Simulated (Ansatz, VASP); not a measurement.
Two plane-wave programs on SiO2

INCAR

```
PREC     = Accurate       # precision mode
ENCUT    = 520            # plane-wave cutoff, eV
EDIFF    = 1E-7           # SCF threshold, eV
ISMEAR   = 0              # smearing method
SIGMA    = 0.02           # smearing width, eV
LREAL    = F              # projectors in reciprocal space
LASPH    = T              # aspherical terms in the spheres
NELM     = 60             # most SCF steps
ALGO     = Normal         # electronic algorithm
ISIF     = 2              # what is computed and relaxed
LWAVE    = F              # write WAVECAR
LCHARG   = F              # write CHGCAR
GGA      = PE             # functional
NBANDS   = 25             # bands
```

The input KPOINTS:

```
Automatic mesh
0
Gamma
  6 6 6
```

File POSCAR:

```
SiO2
1.0
    0.0000000000      3.5674048000      3.5674048000
    3.5674048000      0.0000000000      3.5674048000
    3.5674048000      3.5674048000      0.0000000000
Si O
2 4
Direct
    0.5000000000      0.5000000000      0.5000000000
    0.7500000000      0.7500000000      0.7500000000
    0.6250000000      0.6250000000      0.6250000000
    0.1250000000      0.6250000000      0.6250000000
    0.6250000000      0.6250000000      0.1250000000
    0.6250000000      0.1250000000      0.6250000000
```

Input for Ansatz:

```yaml
crystal:
  lattice:
    - [0.0, 3.5674048, 3.5674048]
    - [3.5674048, 0.0, 3.5674048]
    - [3.5674048, 3.5674048, 0.0]
  atoms:
    - { symbol: Si, position: [0.5, 0.5, 0.5] }
    - { symbol: Si, position: [0.75, 0.75, 0.75] }
    - { symbol: O, position: [0.625, 0.625, 0.625] }
    - { symbol: O, position: [0.125, 0.625, 0.625] }
    - { symbol: O, position: [0.625, 0.625, 0.125] }
    - { symbol: O, position: [0.625, 0.125, 0.625] }
basis:
  ecutwfc: 420
kpoints:
  mp_grid: { grid: [6, 6, 6] }
hamiltonian:
  xc: pbe
scf:
  occupations: { method: gaussian, width: 0.02 }
output:
  forces: true
  stress: true
  eigenvalues: true
  populations: true
  write_density: true
  write_potential: true
  elf: true
  volumetric_format: npy
```

Alike in both runs: task single point; functional PBE; k mesh 6 × 6 × 6; occupations gaussian, width 0.02 eV; no spin polarisation.

|  | VASP | Ansatz |
| --- | --- | --- |
| version | VASP 6.6.1 | Ansatz 0.2.0 |
| potentials or method | VASP PAW PBE potentials, release 64 (Si, O), cutoff 520 eV | scalar-relativistic, plane waves, PAW |
| valence electrons in the cell | 32 | 32 |

VASP gave:

```
gap on the k mesh at the Fermi level (eV) : 5.67
least direct gap on the mesh (eV)         : 5.68
pressure (GPa)                            : 25.4
```

Q: What did Ansatz give for the same quantities?

A: gap on the k mesh at the Fermi level (eV): 5.68; least direct gap on the mesh (eV): 5.69; pressure (GPa): 25.3.

The functional is the same, so the differences come from potentials, cutoffs and numerics.
